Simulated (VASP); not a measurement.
# Nb4C (F-43m) in VASP: notebook, part 2 of 2

VASP 6.6.1. Earlier steps stand in the parts before.

### 5 Relaxation of cell and atoms, PBE

This run uses another cell than the first one, of 20.54 Å³/atom.

The input, INCAR:

```
ALGO = Normal
EDIFF = 1E-6
EDIFFG = -0.01
ENCUT = 600
GGA = PE
IBRION = 2
ISIF = 3
ISMEAR = 0
LASPH = T
LCHARG = F
LREAL = F
LWAVE = F
NELM = 60
NSW = 100
PREC = Accurate
SIGMA = 0.1
```

The input, KPOINTS:

```
k-points
0
Gamma
  10 10 10
```

The input, POSCAR:

```
Nb4C
1.0
    0.0000000000      3.7166681746      3.7166681746
    3.7166681746      0.0000000000      3.7166681746
    3.7166681746      3.7166681746      0.0000000000
Nb C
4 1
Direct
    0.6216327982      0.1351016055      0.6216327982
    0.6216327982      0.6216327982      0.6216327982
    0.1351016055      0.6216327982      0.6216327982
    0.6216327982      0.6216327982      0.1351016055
    0.0000000000      0.0000000000      0.0000000000
```

Potentials or basis: VASP PAW PBE potentials, release 64 (Nb_sv, C).

Started as:

```sh
> cat potpaw_PBE.64/Nb_sv/POTCAR potpaw_PBE.64/C/POTCAR > POTCAR
> mpirun -np 1 vasp_std > vasp.out
```

OUTCAR:

```text
EDIFF = 1E-6
   EDIFFG = -0.01
   ENCUT = 600
   GGA = PE
   IBRION = 2
   ISIF = 3
   ISMEAR = 0
   LASPH = T
   LREAL = F
   NELM = 60
   NSW = 100
   PREC = Accurate

 ion  position               nearest neighbor table
   1  0.622  0.135  0.622-   2 2.56   3 2.56   4 2.56   3 2.70   4 2.70   2 2.70
   2  0.622  0.622  0.622-   1 2.56   3 2.56   4 2.56   3 2.70   1 2.70   4 2.70
   3  0.135  0.622  0.622-   1 2.56   2 2.56   4 2.56   1 2.70   4 2.70   2 2.70
   4  0.622  0.622  0.135-   1 2.56   2 2.56   3 2.56   1 2.70   3 2.70   2 2.70
   5  0.000  0.000  0.000-

  LATTYP: Found a face centered cubic cell.
 ALAT       =     7.4333363492

  Lattice vectors:

 A1 = (   0.0000000000,   3.7166681746,   3.7166681746)
 A2 = (   3.7166681746,   0.0000000000,   3.7166681746)
 A3 = (   3.7166681746,   3.7166681746,   0.0000000000)

Analysis of symmetry for initial positions (statically):
=====================================================================
 Subroutine PRICEL returns:
 Original cell was already a primitive cell.

 Routine SETGRP: Setting up the symmetry group for a
 face centered cubic supercell.

 Subroutine GETGRP returns: Found 24 space group operations
 (whereof 24 operations were pure point group operations)
[... 179 lines left out ...]
  -------------------------------------------------------------------------------------
  Total        0.0658928      0.0658928      0.0658928      0.0000000      0.0000000      0.0000000
  in kB        1.0281512      1.0281512      1.0281512      0.0000000      0.0000000      0.0000000
  external PRESSURE =       1.0281512 kB  Pullay stress =       0.0000000 kB
[... 65 lines left out ...]
--------------------------------------- Ionic step        3  -------------------------------------------

 number of electron      56.0000000 magnetization

 Free energy of the ion-electron system (eV)
  ---------------------------------------------------
  ext. energy  EPLUGINS =         0.00000000
  ---------------------------------------------------
  free energy    TOTEN  =       -39.63787783 eV

  energy without entropy =      -39.61347204  energy(sigma->0) =      -39.62567494

 E-fermi :   7.7191     XC(G=0): -10.8016

 val. band max:        7.6951702774   @ k =   0.4000   0.3000   0.0000
 cond. band min:       7.7341327210   @ k =   0.4000   0.3000   0.1000
 fundamental gap:      0.0389624437
 Fermi energy:         7.7190802224

 k-point     1 :       0.0000    0.0000    0.0000
  band No.  band energies     occupation
      1     -47.2369      2.00000
      2     -46.6905      2.00000
      3     -46.6905      2.00000
      4     -46.6905      2.00000
      5     -24.9916      2.00000
      6     -23.7696      2.00000
[... 853 lines left out ...]
     32       9.1475      0.00000
     33       9.2114      0.00000

 [... further k-points ...]

------------------------ aborting loop because EDIFF is reached ----------------------------------------

  FORCE on cell =-STRESS in cart. coord.  units (eV):
  Direction    XX          YY          ZZ          XY          YZ          ZX
  --------------------------------------------------------------------------------------
  -------------------------------------------------------------------------------------
  Total       -0.0310781     -0.0310781     -0.0310781      0.0000000     -0.0000000     -0.0000000
  in kB       -0.4843843     -0.4843843     -0.4843843      0.0000000     -0.0000000     -0.0000000
  external PRESSURE =      -0.4843843 kB  Pullay stress =       0.0000000 kB
[... 20 lines left out ...]
  FREE ENERGIE OF THE ION-ELECTRON SYSTEM (eV)
  ---------------------------------------------------
  free  energy   TOTEN  =       -39.6378778330 eV

  energy  without entropy=      -39.6134720406  energy(sigma->0) =      -39.62567494

 reached required accuracy - stopping structural energy minimisation
```

OSZICAR:

```text
N       E                     dE             d eps       ncg     rms          rms(c)
DAV:   1     0.803353938714E+03    0.80335E+03   -0.33586E+04  3102   0.192E+03
DAV:   2     0.368635176397E+02   -0.76649E+03   -0.75451E+03  3486   0.755E+02
[... 25 lines left out ...]
DAV:   2    -0.396379262094E+02   -0.29846E-04   -0.51829E-03  4242   0.611E-01    0.558E-02
DAV:   3    -0.396378696230E+02    0.56586E-04   -0.41130E-04  5040   0.135E-01    0.252E-02
DAV:   4    -0.396378623977E+02    0.72252E-05   -0.12416E-04  4980   0.718E-02    0.144E-02
DAV:   5    -0.396378673588E+02   -0.49611E-05   -0.15686E-05  4812   0.241E-02    0.963E-03
DAV:   6    -0.396378706727E+02   -0.33139E-05   -0.13379E-06  2785   0.810E-03    0.777E-03
DAV:   7    -0.396378780324E+02   -0.73597E-05   -0.10186E-05  4681   0.142E-02    0.251E-03
DAV:   8    -0.396378778330E+02    0.19942E-06   -0.33351E-07  2351   0.587E-03
   3 F= -.39637878E+02 E0= -.39625675E+02  d E =-.268868E-03
```

Wall time 3.5 min (1 thread of Intel Xeon 6975P-C (Granite Rapids), shared host); peak memory 0.36 GiB.

What came out:

| Quantity | Value |
| --- | --- |
| Free energy | -39.6379 eV |
| Relaxed volume | 20.56 Å³/atom |
| Relaxed cell | a = 5.258 Å, b = 5.258 Å, c = 5.258 Å, α = 60.00°, β = 60.00°, γ = 60.00° |
| Space group after relaxing (to 0.1 Å) | F-43m (No. 216) |
| Energy gained by relaxing | 0.1 meV/atom |
| Ionic steps | 3 |
| Pressure after relaxing | 0.0 GPa |
| Largest force after relaxing | 0.004 eV/Å |
| Band gap on the k mesh | zero (bands 28 and 29 overlap by 1.26 eV) |

Forces in eV/Å, atoms in the order of the input:
```
Nb  -0.002  0.002 -0.002
Nb   0.002  0.002  0.002
Nb   0.002 -0.002 -0.002
Nb  -0.002 -0.002  0.002
C    0.000  0.000  0.000
```

The path:
| step | energy change (eV) | largest force (eV/Å) | pressure (GPa) | volume (Å³) |
| --- | --- | --- | --- | --- |
| 1 | 0.0000 | 0.0640 | 0.10 | 102.68 |
| 2 | -0.0001 | 0.0375 | -0.14 | 102.88 |
| 3 | -0.0003 | 0.0036 | -0.05 | 102.80 |

Final structure:
```cif
data_structure
_symmetry_space_group_name_H-M 'P 1'
_symmetry_Int_Tables_number 1
_cell_length_a 5.2581
_cell_length_b 5.2581
_cell_length_c 5.2581
_cell_angle_alpha 60.000
_cell_angle_beta 60.000
_cell_angle_gamma 60.000
_cell_volume 102.80
loop_
_atom_site_label
_atom_site_type_symbol
_atom_site_fract_x
_atom_site_fract_y
_atom_site_fract_z
_atom_site_occupancy
Nb1 Nb 0.62177 0.13468 0.62177 1
Nb2 Nb 0.62177 0.62177 0.62177 1
Nb3 Nb 0.13468 0.62177 0.62177 1
Nb4 Nb 0.62177 0.62177 0.13468 1
C1 C 0.00000 0.00000 0.00000 1
```

Levels at points of the mesh, in eV from the Fermi level:
```csv
k point,band 25,band 26,band 27,band 28,band 29,band 30,band 31,band 32
"(0.00, 0.00, 0.00)",-1.99,-1.99,-1.97,0.87,0.87,0.87,3.24,3.25
"(0.50, 0.00, 0.00)",-0.86,-0.86,-0.31,0.16,0.35,0.35,0.88,1.03
"(0.50, 0.50, 0.00)",-1.20,-1.20,-0.72,0.46,0.46,0.50,0.63,0.89
```

### 6 The runs side by side

```csv
task,spin,cell,k mesh,cutoff (eV),gap on the mesh (eV),pressure (GPa),relaxed volume (Å³/atom),largest force (eV/Å)
relaxation of cell and atoms,off,"relaxed from a = 5.081 Å, angles 60.0°, 5 atoms, atomic positions A",4 × 4 × 4,600,none,0.0,20.54,-
single point,collinear,"a = 5.256 Å, angles 60.0°, 5 atoms, atomic positions B",4 × 4 × 4,520,none,0.0,-,0.04
single point,off,"a = 5.259 Å, angles 60.0°, 5 atoms, atomic positions B",10 × 10 × 10,520,none,-0.1,-,0.01
relaxation of cell and atoms,off,"relaxed from a = 5.256 Å, angles 60.0°, 5 atoms, atomic positions B",10 × 10 × 10,600,none,0.0,20.56,-
```

Alike in all rows: level PBE; potentials or basis VASP PAW PBE potentials, release 64 (Nb_sv, C); smearing gaussian 0.1 eV.

Caveats: some runs use coarse meshes.

Absolute energies hang on the potentials; compare differences alone.
